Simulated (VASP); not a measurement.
A run of VASP 6.6.1 is set up as follows.

POSCAR

```
Ag
1.0
    0.0000000000      2.0384047577      2.0384047577
    2.0384047577      0.0000000000      2.0384047577
    2.0384047577      2.0384047577      0.0000000000
Ag
1
Direct
    0.0000000000      0.0000000000      0.0000000000
```

Contents of INCAR.step1:

```
SYSTEM = Ag
PREC = Accurate
ENCUT = 520
ISMEAR = -1
SIGMA = 0.05
LREAL = .False.
LASPH = .True.
NELM = 80
NBANDS = 12
GGA = PE
ALGO = Normal
EDIFF = 1E-4
LWAVE = .True.
LCHARG = .False.
```

INCAR.step2

```
SYSTEM = Ag
PREC = Accurate
ENCUT = 520
EDIFF = 1E-8
ISMEAR = -1
SIGMA = 0.05
LREAL = .False.
LASPH = .True.
NELM = 80
ALGO = Normal
ISIF = 2
LWAVE = .False.
LCHARG = .False.
METAGGA = R2SCAN
LMIXTAU = .True.
LEFG = .True.
NBANDS = 12
ISTART = 1
```

The input KPOINTS:

```
Automatic mesh
0
Gamma
  14 14 14
  0 0 0
```

Potentials or basis: VASP PAW PBE potentials, release 64 (Ag).

Run with:

```bash
$ cat potpaw_PBE.64/Ag/POTCAR > POTCAR
$ cp INCAR.step1 INCAR
$ mpirun -np 1 vasp_std > vasp.out
$ cp INCAR.step2 INCAR
$ mpirun -np 1 vasp_std > vasp.out
```

**Question.** Estimate the pressure.

**Answer.** 2.4 GPa.

**Question.** Predict the band gap on the k mesh.

**Answer.** Zero (an odd number of electrons rules out a gap without spin polarisation).

Caveat: the PAW data sets were made with another functional, which shifts forces and pressure a little.
